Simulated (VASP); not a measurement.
# P in VASP: further runs, part 2 of 2

VASP 6.6.1.

### Step 3. Single point, r2SCAN

File POSCAR:

```
P
1.0
    3.1540000000      0.0000000000      0.0000000000
   -1.5770000000      2.7314441236      0.0000000000
    0.0000000000      0.0000000000     28.0000000000
P
2
Direct
    0.3333333333      0.6666666667      0.5234107143
    0.6666666667      0.3333333333      0.4765892857
```

File INCAR.step1:

```
SYSTEM = P
PREC = Accurate
ENCUT = 520
ISMEAR = 0
SIGMA = 0.02
LREAL = .False.
LASPH = .True.
NELM = 60
LDIPOL = .True.
IDIPOL = 3
DIPOL = 0.5 0.5 0.500
NBANDS = 12
GGA = PE
ALGO = Normal
EDIFF = 1E-4
LWAVE = .True.
LCHARG = .False.
```

File INCAR.step2:

```
SYSTEM = P
PREC = Accurate
ENCUT = 520
EDIFF = 1E-6
ISMEAR = 0
SIGMA = 0.02
LREAL = .False.
LASPH = .True.
NELM = 60
ALGO = Normal
ISIF = 2
LWAVE = .False.
LCHARG = .False.
LDIPOL = .True.
IDIPOL = 3
DIPOL = 0.5 0.5 0.500
METAGGA = R2SCAN
LMIXTAU = .True.
NBANDS = 12
ISTART = 1
```

File KPOINTS:

```
regular mesh
0
Gamma
  9 9 1
  0 0 0
```

Potentials or basis: VASP PAW PBE potentials, release 64 (P).

Run with:

```bash
$ cat potpaw_PBE.64/P/POTCAR > POTCAR
$ cp INCAR.step1 INCAR
$ mpirun -np 1 vasp_std > vasp.out
$ cp INCAR.step2 INCAR
$ mpirun -np 1 vasp_std > vasp.out
```

It took 2 min on 1 thread of AMD EPYC 9R45 (Zen 5), shared host; peak memory 0.34 GiB.

It converged, with:

```
Free energy            : -17.7350 eV
Largest force          : 1.313 eV/Å
Band gap on the k mesh : 1.32 eV (least direct gap 2.84 eV)
```

Forces in eV/Å, atoms in the order of the input:
```
P    0.000  0.000 -1.313
P    0.000  0.000  1.313
```

Levels at points of the mesh, in eV from the valence-band top:
| k point | band 1 | band 2 | band 3 | band 4 | band 5 | band 6 | band 7 | band 8 | band 9 | band 10 |
| --- | --- | --- | --- | --- | --- | --- | --- | --- | --- | --- |
| (0.00, 0.00, 0.00) | -15.86 | -7.88 | -1.69 | 0.00 | 0.00 | 4.14 | 4.14 | 4.89 | 5.19 | 5.54 |

Caveat: the PAW data sets were made with another functional, which shifts forces and pressure a little.

### Step 4. Single point, r2SCAN

File POSCAR:

```
P
1.0
    3.1540000000      0.0000000000      0.0000000000
   -1.5770000000      2.7314441236      0.0000000000
    0.0000000000      0.0000000000     28.0000000000
P
2
Direct
    0.3333333333      0.6666666667      0.5327678571
    0.6666666667      0.3333333333      0.4672321429
```

File INCAR.step1:

```
PREC     = Accurate       # precision mode
ENCUT    = 520            # plane-wave cutoff, eV
ISMEAR   = 0              # smearing method
SIGMA    = 0.02           # smearing width, eV
LREAL    = False          # projectors in reciprocal space
LASPH    = True           # aspherical terms in the spheres
NELM     = 80             # most SCF steps
LDIPOL   = True         
IDIPOL   = 3            
DIPOL    = 0.5 0.5 0.500
NBANDS   = 12             # bands
GGA      = PE             # functional
ALGO     = Normal         # electronic algorithm
EDIFF    = 1E-4           # SCF threshold, eV
LWAVE    = True           # write WAVECAR
LCHARG   = False          # write CHGCAR
```

File INCAR.step2:

```
PREC     = Accurate       # precision mode
ENCUT    = 520            # plane-wave cutoff, eV
EDIFF    = 1E-7           # SCF threshold, eV
ISMEAR   = 0              # smearing method
SIGMA    = 0.02           # smearing width, eV
LREAL    = False          # projectors in reciprocal space
LASPH    = True           # aspherical terms in the spheres
NELM     = 80             # most SCF steps
ALGO     = Normal         # electronic algorithm
ISIF     = 2              # what is computed and relaxed
LWAVE    = False          # write WAVECAR
LCHARG   = False          # write CHGCAR
LDIPOL   = True         
IDIPOL   = 3            
DIPOL    = 0.5 0.5 0.500
METAGGA  = R2SCAN         # meta-GGA
LMIXTAU  = True         
NBANDS   = 12             # bands
ISTART   = 1
```

File KPOINTS:

```
Automatic mesh
0
Gamma
  9 9 1
```

Run with:

```bash
$ cat potpaw_PBE.64/P/POTCAR > POTCAR
$ cp INCAR.step1 INCAR
$ mpirun -np 1 vasp_std > vasp.out
$ cp INCAR.step2 INCAR
$ mpirun -np 1 vasp_std > vasp.out
```

Wall time 2.4 min (1 thread of AMD EPYC 9R45 (Zen 5), shared host); peak memory 0.34 GiB.

The run converged. Its results:

```yaml
Free_energy: -15.7521 eV
Largest_force: 3.541 eV/Å
Band_gap_on_the_k_mesh: zero (bands 5 and 6 overlap by 2.44 eV)
```

Forces on the atoms (eV/Å):
```
P    0.000  0.000 -3.541
P    0.000  0.000  3.541
```

Levels at points of the mesh, in eV from the Fermi level:
```tsv
k point	band 1	band 2	band 3	band 4	band 5	band 6	band 7	band 8	band 9	band 10
(0.00, 0.00, 0.00)	-14.52	-9.80	-3.56	1.69	1.69	2.52	3.89	3.89	4.47	4.76
```

Caveat: the PAW data sets were made with another functional, which shifts forces and pressure a little.

### Step 5. Single point, r2SCAN

This run uses another cell than the first one.

File POSCAR:

```
P
1.0
    3.2800000000      0.0000000000      0.0000000000
   -1.6400000000      2.8405633244      0.0000000000
    0.0000000000      0.0000000000     28.0000000000
P
2
Direct
    0.3333333333      0.6666666667      0.5140357143
    0.6666666667      0.3333333333      0.4859642857
```

File INCAR.step1:

```
SYSTEM = P
  PREC = Accurate
  ENCUT = 520
  ISMEAR = 0
  SIGMA = 0.02
  LREAL = .FALSE.
  LASPH = .TRUE.
  NELM = 100
  LDIPOL = .TRUE.
  IDIPOL = 3
  DIPOL = 0.5 0.5 0.500
  NBANDS = 12
  GGA = PE
  ALGO = Normal
  EDIFF = 1E-4
  LWAVE = .TRUE.
  LCHARG = .FALSE.
```

File INCAR.step2:

```
SYSTEM = P
  PREC = Accurate
  ENCUT = 520
  EDIFF = 1E-7
  ISMEAR = 0
  SIGMA = 0.02
  LREAL = .FALSE.
  LASPH = .TRUE.
  NELM = 100
  ALGO = Normal
  ISIF = 2
  LWAVE = .FALSE.
  LCHARG = .TRUE.
  LDIPOL = .TRUE.
  IDIPOL = 3
  DIPOL = 0.5 0.5 0.500
  METAGGA = R2SCAN
  LMIXTAU = .TRUE.
  LELF = .TRUE.
  LVHAR = .TRUE.
  LVACPOTAV = .TRUE.
  NBANDS = 12
  ISTART = 1
```

File KPOINTS:

```
regular mesh
0
G
  9 9 1
  0 0 0
```

Run with:

```bash
$ cat potpaw_PBE.64/P/POTCAR > POTCAR
$ cp INCAR.step1 INCAR
$ mpirun -np 1 vasp_std > vasp.out
$ cp INCAR.step2 INCAR
$ mpirun -np 1 vasp_std > vasp.out
```

It took 4 min on 1 thread of AMD EPYC 9R45 (Zen 5), shared host; peak memory 0.34 GiB.

Results (log left out):

| Item | Value |
| --- | --- |
| Free energy | -16.5055 eV |
| Largest force | 4.570 eV/Å |
| Band gap on the k mesh | zero (bands 5 and 6 overlap by 0.53 eV) |
| Work function of the upper face | 5.05 eV |
| Work function of the lower face | 5.05 eV |

Forces in eV/Å, atoms in the order of the input:
```
P    0.000  0.000  4.570
P    0.000  0.000 -4.570
```

Levels at points of the mesh, in eV from the Fermi level:
```csv
k point,band 3,band 4,band 5,band 6,band 7,band 8
"(0.00, 0.00, 0.00)",-4.00,-4.00,-0.07,1.61,1.67,1.67
```

Caveat: the PAW data sets were made with another functional, which shifts forces and pressure a little.

### Step 6. Single point, r2SCAN

This run uses another cell than the first one.

File POSCAR:

```
P
1.0
    3.2800000000      0.0000000000      0.0000000000
   -1.6400000000      2.8405633244      0.0000000000
    0.0000000000      0.0000000000     28.0000000000
P
2
Direct
    0.3333333333      0.6666666667      0.5234107143
    0.6666666667      0.3333333333      0.4765892857
```

File INCAR.step1:

```
SYSTEM = P
ALGO     = Normal         ! electronic algorithm
DIPOL    = 0.5 0.5 0.500
EDIFF    = 1E-4           ! SCF threshold, eV
ENCUT    = 520            ! plane-wave cutoff, eV
GGA      = PE             ! functional
IDIPOL   = 3            
ISMEAR   = 0              ! smearing method
LASPH    = .True.         ! aspherical terms in the spheres
LCHARG   = .False.        ! write CHGCAR
LDIPOL   = .True.       
LREAL    = .False.        ! projectors in reciprocal space
LWAVE    = .True.         ! write WAVECAR
NBANDS   = 12             ! bands
NELM     = 100            ! most SCF steps
PREC     = Accurate       ! precision mode
SIGMA    = 0.02           ! smearing width, eV
```

File INCAR.step2:

```
SYSTEM = P
ALGO     = Normal         ! electronic algorithm
DIPOL    = 0.5 0.5 0.500
EDIFF    = 1E-6           ! SCF threshold, eV
ENCUT    = 520            ! plane-wave cutoff, eV
IDIPOL   = 3            
ISIF     = 2              ! what is computed and relaxed
ISMEAR   = 0              ! smearing method
ISTART   = 1            
LASPH    = .True.         ! aspherical terms in the spheres
LCHARG   = .False.        ! write CHGCAR
LDIPOL   = .True.       
LMIXTAU  = .True.       
LREAL    = .False.        ! projectors in reciprocal space
LWAVE    = .False.        ! write WAVECAR
METAGGA  = R2SCAN         ! meta-GGA
NBANDS   = 12             ! bands
NELM     = 100            ! most SCF steps
PREC     = Accurate       ! precision mode
SIGMA    = 0.02           ! smearing width, eV
```

File KPOINTS:

```
k-points
0
Gamma
  9 9 1
  0 0 0
```

Potentials or basis: VASP PAW PBE potentials, release 64 (P).

Run with:

```bash
$ cat potpaw_PBE.64/P/POTCAR > POTCAR
$ cp INCAR.step1 INCAR
$ mpirun -np 1 vasp_std > vasp.out
$ cp INCAR.step2 INCAR
$ mpirun -np 1 vasp_std > vasp.out
```

It took 2.6 min on 1 thread of AMD EPYC 9R45 (Zen 5), shared host; peak memory 0.34 GiB.

It converged, with:

```
Free energy            : -17.7761 eV
Largest force          : 1.578 eV/Å
Band gap on the k mesh : 1.98 eV (least direct gap 2.70 eV)
```

Forces on the atoms (eV/Å):
```
P    0.000  0.000 -1.578
P    0.000  0.000  1.578
```

Levels at points of the mesh, in eV from the valence-band top:
```csv
k point,band 1,band 2,band 3,band 4,band 5,band 6,band 7,band 8,band 9,band 10
"(0.00, 0.00, 0.00)",-14.73,-7.07,-0.91,0.00,0.00,4.07,4.07,4.28,5.63,6.00
```

Caveat: the PAW data sets were made with another functional, which shifts forces and pressure a little.

### Step 7. Summary

| cell | gap on the mesh (eV) | largest force (eV/Å) |
| --- | --- | --- |
| a = 3.154, b = 3.154, c = 28.000 Å, angles 90.0, 90.0, 120.0°, 2 atoms, atomic positions A | none | 6.63 |
| a = 3.154, b = 3.154, c = 28.000 Å, angles 90.0, 90.0, 120.0°, 2 atoms, atomic positions B | 1.32 | 1.31 |
| a = 3.154, b = 3.154, c = 28.000 Å, angles 90.0, 90.0, 120.0°, 2 atoms, atomic positions C | none | 3.54 |
| a = 3.280, b = 3.280, c = 28.000 Å, angles 90.0, 90.0, 120.0°, 2 atoms, atomic positions A | none | 4.57 |
| a = 3.280, b = 3.280, c = 28.000 Å, angles 90.0, 90.0, 120.0°, 2 atoms, atomic positions B | 1.98 | 1.58 |

Alike in all rows: task single point; level r2SCAN; potentials or basis VASP PAW PBE potentials, release 64 (P); no spin polarisation; k mesh 9 × 9 × 1; cutoff (eV) 520; smearing gaussian 0.02 eV.

Caveats: the PAW data sets were made with another functional, which shifts forces and pressure a little.

Total energies depend on the potentials used, so only differences within one code and one set of settings carry meaning.
